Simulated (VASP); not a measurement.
# As (Fm-3m) in VASP: a series of runs, part 2 of 3

VASP 6.6.1. Earlier steps stand in the parts before.

## (3) Single point, PBE

This run uses another cell than the first one, of 19.33 Å³/atom, 1.663 times its volume.

The input, INCAR:

```
SYSTEM = As
PREC = Accurate ; ENCUT = 520
EDIFF = 1E-6 ; ISMEAR = -1
SIGMA = 0.05 ; LREAL = .FALSE.
LASPH = .TRUE. ; NELM = 100
ALGO = Normal ; ISIF = 2
LWAVE = .FALSE. ; LCHARG = .FALSE.
GGA = PE ; NBANDS = 8
```

The input, KPOINTS:

```
regular mesh
0
G
  16 16 16
  0 0 0
```

The input, POSCAR:

```
As
1.0
    0.0000000000      2.1302175360      2.1302175360
    2.1302175360      0.0000000000      2.1302175360
    2.1302175360      2.1302175360      0.0000000000
As
1
Direct
    0.0000000000      0.0000000000      0.0000000000
```

Potentials or basis: VASP PAW PBE potentials, release 64 (As).

On the command line:

```console
$ cat potpaw_PBE.64/As/POTCAR > POTCAR
$ mpirun -np 1 vasp_std > vasp.out
```

OUTCAR:

```text
SYSTEM = As
   PREC = Accurate
   ENCUT = 520
   EDIFF = 1E-6
   ISMEAR = -1
   LREAL = .FALSE.
   LASPH = .TRUE.
   NELM = 100
   ISIF = 2
   GGA = PE

 ion  position               nearest neighbor table
   1  0.000  0.000  0.000-

  LATTYP: Found a face centered cubic cell.
 ALAT       =     4.2604350720

  Lattice vectors:

 A1 = (   0.0000000000,   2.1302175360,   2.1302175360)
 A2 = (   2.1302175360,   0.0000000000,   2.1302175360)
 A3 = (   2.1302175360,   2.1302175360,   0.0000000000)

Analysis of symmetry for initial positions (statically):
=====================================================================
 Subroutine PRICEL returns:
 Original cell was already a primitive cell.

 Routine SETGRP: Setting up the symmetry group for a
 face centered cubic supercell.

 Subroutine GETGRP returns: Found 48 space group operations
 (whereof 48 operations were pure point group operations)
 out of a pool of 48 trial point group operations.

The static configuration has the point symmetry O_h .

Analysis of symmetry for dynamics (positions and initial velocities):
=====================================================================
 Subroutine PRICEL returns:
 Original cell was already a primitive cell.

 Routine SETGRP: Setting up the symmetry group for a
 face centered cubic supercell.

 Subroutine GETGRP returns: Found 48 space group operations
 (whereof 48 operations were pure point group operations)
 out of a pool of 48 trial point group operations.

The dynamic configuration has the point symmetry O_h .

 Subroutine INISYM returns: Found 48 space group operations
 (whereof 48 operations are pure point group operations),
 and found     1 'primitive' translations

----------------------------------------------------------------------------------------

                                     Primitive cell

  volume of cell :      19.3331

  direct lattice vectors                    reciprocal lattice vectors
     0.000000000  2.130217536  2.130217536    -0.234717812  0.234717812  0.234717812
     2.130217536  0.000000000  2.130217536     0.234717812 -0.234717812  0.234717812
     2.130217536  2.130217536  0.000000000     0.234717812  0.234717812 -0.234717812

  length of vectors
     3.012582530  3.012582530  3.012582530     0.406543177  0.406543177  0.406543177

  position of ions in fractional coordinates (direct lattice)
     0.000000000  0.000000000  0.000000000

  ion indices of the primitive-cell ions
   primitive index   ion index
                 1           1

----------------------------------------------------------------------------------------

 KPOINTS: regular mesh

Automatic generation of k-mesh.
 Grid dimensions read from file:
 generate k-points for:   16   16   16

 Generating k-lattice:

  Cartesian coordinates                     Fractional coordinates (reciprocal lattice)
    -0.014669863  0.014669863  0.014669863     0.062500000  0.000000000  0.000000000
     0.014669863 -0.014669863  0.014669863     0.000000000  0.062500000  0.000000000
     0.014669863  0.014669863 -0.014669863     0.000000000  0.000000000  0.062500000

  Length of vectors
     0.025408949  0.025408949  0.025408949

  Shift w.r.t. Gamma in fractional coordinates (k-lattice)
     0.000000000  0.000000000  0.000000000

 Subroutine IBZKPT returns following result:
 ===========================================

 Found    145 irreducible k-points:

 Following reciprocal coordinates:
            Coordinates               Weight
  0.000000  0.000000  0.000000      1.000000
  0.062500  0.000000  0.000000      8.000000
  0.125000  0.000000  0.000000      8.000000
  0.187500  0.000000  0.000000      8.000000
  0.250000  0.000000  0.000000      8.000000
  0.312500  0.000000  0.000000      8.000000
[... 16 lines left out ...]
 -0.125000  0.062500  0.000000     24.000000
 -0.062500  0.062500  0.000000     12.000000
 [... further k-points ...]
   k-points           NKPTS =    145   k-points in BZ     NKDIM =    145   number of bands    NBANDS=      8
   number of dos      NEDOS =    301   number of ions     NIONS =      1
   total plane-waves  NPLWV =  13824
   dimension x,y,z NGX =    24 NGY =   24 NGZ =   24
   dimension x,y,z NGXF=    48 NGYF=   48 NGZF=   48
   ions per type =               1
   NGX,Y,Z   is equivalent  to a cutoff of  13.24, 13.24, 13.24 a.u.
   NGXF,Y,Z  is equivalent  to a cutoff of  26.49, 26.49, 26.49 a.u.
 SYSTEM =  As
   PREC   = accura    normal or accurate (medium, high low for compatibility)
   ISTART =      0    job   : 0-new  1-cont  2-samecut
   ICHARG =      2    charge: 1-file 2-atom 10-const
   ISPIN  =      1    spin polarized calculation?
   LNONCOLLINEAR =      F non collinear calculations
   LSORBIT =      F    spin-orbit coupling
   LASPH  =      T    aspherical Exc in radial PAW
   ENCUT  =  520.0 eV  38.22 Ry    6.18 a.u.   5.60  5.60  5.60*2*pi/ulx,y,z
   NELM   =    100;   NELMIN=  2; NELMDL= -5     # of ELM steps
   EDIFF  = 0.1E-05   stopping-criterion for ELM
   LREAL  =      F    real-space projection
   EDIFFG = 0.1E-04   stopping-criterion for IOM
   NSW    =      0    number of steps for IOM
   IBRION =     -1    ionic relax: 0-MD 1-quasi-New 2-CG
   NFREE  =      0    steps in history (QN), initial steepest desc. (CG)
   ISIF   =      2    stress and relaxation
   ISYM   =      2    0-nonsym 1-usesym 2-fastsym
   POTIM  = 0.5000    time-step for ionic-motion
   TEBEG  =    0.0;   TEEND  =   0.0 temperature during run
   PSTRESS=    0.0 pullay stress
   NELECT =       5.0000    total number of electrons
   NUPDOWN=      -1.0000    fix difference up-down
   EMIN   =  10.00;   EMAX   =-10.00  energy-range for DOS
   EFERMI =   0.00;   METHOD = LEGACY
   ISMEAR =    -1;   SIGMA  =   0.05  broadening in eV -4-tet -1-fermi 0-gaus
   EFERMI_NEDOS =   21; number of points for ismear=-14 and -15
   IALGO  =     38    algorithm
   IMIX   =      4    mixing-type and parameters
     AMIX     =   0.40;   BMIX     =  1.00
     AMIX_MAG =   1.60;   BMIX_MAG =  1.00
  volume/ion in A,a.u.               =      19.33       130.47
  Fermi-wavevector in a.u.,A,eV,Ry     =   1.043032  1.971044 14.801986  1.087915
  Thomas-Fermi vector in A             =   2.177723
   LORBIT       =      0    0 simple, 1 ext, 2 COOP (PROOUT), +10 PAW based schemes
   GGA     = PE    functional components
[... 5 lines left out ...]
 non-spin polarized calculation
  energy-cutoff  :      520.00
  volume of cell :       19.33
 maximum number of plane-waves:       544
   NGX = 11   NGY = 11   NGZ = 11

 number of electron       5.0000001 magnetization

 Free energy of the ion-electron system (eV)
  ---------------------------------------------------
  ext. energy  EPLUGINS =         0.00000000
  ---------------------------------------------------
  free energy    TOTEN  =        -4.12813265 eV

  energy without entropy =       -4.12165300  energy(sigma->0) =       -4.12489282

 E-fermi :   6.3529     XC(G=0): -10.7103

 val. band max:        6.3410340350   @ k =   0.5000   0.4375   0.0000
 cond. band min:       6.4127632324   @ k =   0.4375   0.3125   0.0625
 fundamental gap:      0.0717291974
 Fermi energy:         6.3528556185

 k-point     1 :       0.0000    0.0000    0.0000
  band No.  band energies     occupation
      1      -8.6398      2.00000
      2      12.0170      0.00000
      3      12.0170      0.00000
      4      12.0170      0.00000
      5      18.6722      0.00000
      6      18.6722      0.00000
      7      18.6722      0.00000
      8      20.2097      0.00000

 k-point     2 :       0.0625    0.0000    0.0000
  band No.  band energies     occupation
      1      -8.5493      2.00000
      2      11.2594      0.00000
      3      11.9146      0.00000
      4      11.9146      0.00000
      5      18.2425      0.00000
      6      18.8695      0.00000
      7      18.8695      0.00000
      8      20.6240      0.00000

 k-point     3 :       0.1250    0.0000    0.0000
  band No.  band energies     occupation
      1      -8.2789      2.00000
      2       9.5220      0.00000
      3      11.6519      0.00000
      4      11.6519      0.00000
      5      17.5738      0.00000
      6      19.3355      0.00000
      7      19.3355      0.00000
      8      21.6080      0.00000
[... 210 lines left out ...]
 k-point    23 :      -0.1250    0.0625    0.0000
  band No.  band energies     occupation
      1      -8.0694      2.00000
      2       8.8283      0.00000
      3      10.5653      0.00000
      4      11.8911      0.00000
      5      17.6123      0.00000
      6      19.2442      0.00000
      7      19.6522      0.00000
      8      21.4657      0.00000

 k-point    24 :      -0.0625    0.0625    0.0000
  band No.  band energies     occupation
      1      -8.3988      2.00000
      2      10.5063      0.00000
      3      11.1771      0.00000
      4      12.0140      0.00000
      5      17.9192      0.00000
      6      18.9035      0.00000
      7      19.2867      0.00000
      8      21.2419      0.00000

 [... further k-points ...]
[... 5 lines left out ...]
  --------------------------------------------------------------------------------------
  -------------------------------------------------------------------------------------
  Total        0.0030117      0.0030117      0.0030117      0.0000000     -0.0000000      0.0000000
  in kB        0.2495828      0.2495828      0.2495828      0.0000000     -0.0000000      0.0000000
  external PRESSURE =       0.2495828 kB  Pullay stress =       0.0000000 kB

 VOLUME and BASIS-vectors are now :
 -----------------------------------------------------------------------------
  energy-cutoff  :      520.00
  volume of cell :       19.33
      direct lattice vectors                 reciprocal lattice vectors
     0.000000000  2.130217536  2.130217536    -0.234717812  0.234717812  0.234717812
     2.130217536  0.000000000  2.130217536     0.234717812 -0.234717812  0.234717812
     2.130217536  2.130217536  0.000000000     0.234717812  0.234717812 -0.234717812

 POSITION                                       TOTAL-FORCE (eV/Angst)
 -----------------------------------------------------------------------------------
      0.00000      0.00000      0.00000        -0.000000     -0.000000     -0.000000
 -----------------------------------------------------------------------------------
    total drift:                                0.000000      0.000000      0.000000

  FREE ENERGIE OF THE ION-ELECTRON SYSTEM (eV)
  ---------------------------------------------------
  free  energy   TOTEN  =        -4.1281326495 eV

  energy  without entropy=       -4.1216529955  energy(sigma->0) =       -4.12489282
```

OSZICAR:

```text
N       E                     dE             d eps       ncg     rms          rms(c)
DAV:   1     0.204104237009E+01    0.20410E+01   -0.21664E+03  2344   0.476E+02
DAV:   2    -0.407139822701E+01   -0.61124E+01   -0.59490E+01  3248   0.487E+01
DAV:   3    -0.413325514637E+01   -0.61857E-01   -0.61763E-01  2664   0.499E+00
DAV:   4    -0.413329376867E+01   -0.38622E-04   -0.38623E-04  3624   0.144E-01
DAV:   5    -0.413329377624E+01   -0.75647E-08   -0.75257E-08  2840   0.134E-03    0.188E+00
DAV:   6    -0.412970673372E+01    0.35870E-02   -0.24372E-03  2720   0.254E-01    0.110E+00
DAV:   7    -0.412812093386E+01    0.15858E-02   -0.46072E-03  2576   0.352E-01    0.467E-02
DAV:   8    -0.412813272410E+01   -0.11790E-04   -0.49165E-05  2952   0.534E-02    0.626E-03
DAV:   9    -0.412813264945E+01    0.74648E-07   -0.37700E-07  3128   0.477E-03
   1 F= -.41281326E+01 E0= -.41248928E+01  d E =-.647965E-02
```

Run time: 6 s. Hardware: 1 thread of Intel Xeon Platinum 8559C (Emerald Rapids), shared host; peak memory 0.14 GiB.

What came out:

| Quantity | Value |
| --- | --- |
| Free energy | -4.1281 eV |
| Pressure | 0.0 GPa |

## (4) Single point, PBE (volume scaled by 0.603, to set the pressure)

The input, INCAR:

```
SYSTEM = As
  ALGO = Normal
  EDIFF = 1E-6
  ENCUT = 520
  GGA = PE
  ISIF = 2
  ISMEAR = -1
  LASPH = .True.
  LCHARG = .False.
  LREAL = .False.
  LWAVE = .False.
  NBANDS = 8
  NELM = 60
  PREC = Accurate
  SIGMA = 0.05
```

The input, KPOINTS:

```
k-points
0
Gamma
  18 18 18
  0 0 0
```

The input, POSCAR:

```
As
1.0
    0.0000000000      1.7996845687      1.7996845687
    1.7996845687      0.0000000000      1.7996845687
    1.7996845687      1.7996845687      0.0000000000
As
1
Direct
    0.0000000000      0.0000000000      0.0000000000
```

On the command line:

```console
$ cat potpaw_PBE.64/As/POTCAR > POTCAR
$ mpirun -np 1 vasp_std > vasp.out
```

Wall time 8.9 s (1 thread of Intel Xeon Platinum 8488C (Sapphire Rapids), shared host); peak memory 0.13 GiB.

Results (log left out):

| Property | Result |
| --- | --- |
| Free energy | -2.2909 eV |
| Pressure | 121.5 GPa |

Levels at points of the mesh, in eV from the Fermi level:
| k point | band 1 | band 2 | band 3 | band 4 | band 5 | band 6 | band 7 |
| --- | --- | --- | --- | --- | --- | --- | --- |
| (0.00, 0.00, 0.00) | -20.90 | 10.73 | 10.73 | 10.73 | 14.57 | 14.57 | 14.57 |
| (0.50, 0.00, 0.00) | -12.70 | -11.27 | 7.40 | 7.40 | 12.92 | 12.92 | 14.53 |
| (0.50, 0.50, 0.00) | -9.43 | -8.95 | 0.73 | 0.73 | 4.95 | 6.06 | 31.51 |

Caveat: the cell differs from its parent crystal (volume scaled by 0.603, to set the pressure).

## (5) Single point, PBE

The input, INCAR:

```
PREC = Accurate
ENCUT = 520
EDIFF = 1E-6
ISMEAR = -1
SIGMA = 0.05
LREAL = F
LASPH = T
NELM = 80
ALGO = Normal
ISIF = 2
LWAVE = F
LCHARG = T
GGA = PE
LELF = T
LVHAR = T
NBANDS = 8
```

The input, KPOINTS:

```
Automatic mesh
0
Gamma
  18 18 18
```

The input, POSCAR:

```
As
1.0
    0.0000000000      1.7978091206      1.7978091206
    1.7978091206      0.0000000000      1.7978091206
    1.7978091206      1.7978091206      0.0000000000
As
1
Direct
    0.0000000000      0.0000000000      0.0000000000
```

On the command line:

```console
$ cat potpaw_PBE.64/As/POTCAR > POTCAR
$ mpirun -np 1 vasp_std > vasp.out
```

It took 9.3 s on 1 thread of Intel Xeon Platinum 8488C (Sapphire Rapids), shared host; peak memory 0.13 GiB.

Results (log left out):

* Free energy: -2.2631 eV
* Pressure: 123.1 GPa

Levels at points of the mesh, in eV from the Fermi level:
```tsv
k point	band 1	band 2	band 3	band 4	band 5	band 6
(0.00, 0.00, 0.00)	-20.94	10.76	10.76	10.76	14.59	14.59
(0.50, 0.00, 0.00)	-12.72	-11.30	7.43	7.43	12.93	12.93
(0.50, 0.50, 0.00)	-9.46	-8.95	0.74	0.74	4.94	6.07
```

## (6) Single point, PBE

This run uses another cell than the first one, of 19.33 Å³/atom, 1.663 times its volume.

The input, INCAR:

```
SYSTEM = As
PREC = Accurate ; ENCUT = 520
EDIFF = 1E-6 ; ISMEAR = -1
SIGMA = 0.05 ; LREAL = .FALSE.
LASPH = .TRUE. ; NELM = 100
ALGO = Normal ; ISIF = 2
LWAVE = .FALSE. ; LCHARG = .FALSE.
GGA = PE ; NBANDS = 8
```

The input, KPOINTS:

```
regular mesh
0
G
  16 16 16
  0 0 0
```

The input, POSCAR:

```
As
1.0
    0.0000000000      2.1302175359      2.1302175359
    2.1302175359      0.0000000000      2.1302175359
    2.1302175359      2.1302175359      0.0000000000
As
1
Direct
    0.0000000000      0.0000000000      0.0000000000
```

Potentials or basis: VASP PAW PBE potentials, release 64 (As).

On the command line:

```console
$ cat potpaw_PBE.64/As/POTCAR > POTCAR
$ mpirun -np 1 vasp_std > vasp.out
```

Wall time 7.8 s (1 thread of Intel Xeon Platinum 8488C (Sapphire Rapids), shared host); peak memory 0.14 GiB.

The run converged. Its results:

| Quantity | Value |
| --- | --- |
| Free energy | -4.1281 eV |
| Pressure | 0.0 GPa |

Levels at points of the mesh, in eV from the Fermi level:
```csv
k point,band 1,band 2,band 3,band 4,band 5
"(0.00, 0.00, 0.00)",-14.99,5.66,5.66,5.66,12.32
"(0.50, 0.00, 0.00)",-10.67,-6.62,3.98,3.98,9.66
"(0.50, 0.50, 0.00)",-8.86,-5.55,0.55,0.55,5.04
```

(Part 2 of 3 ends here.)
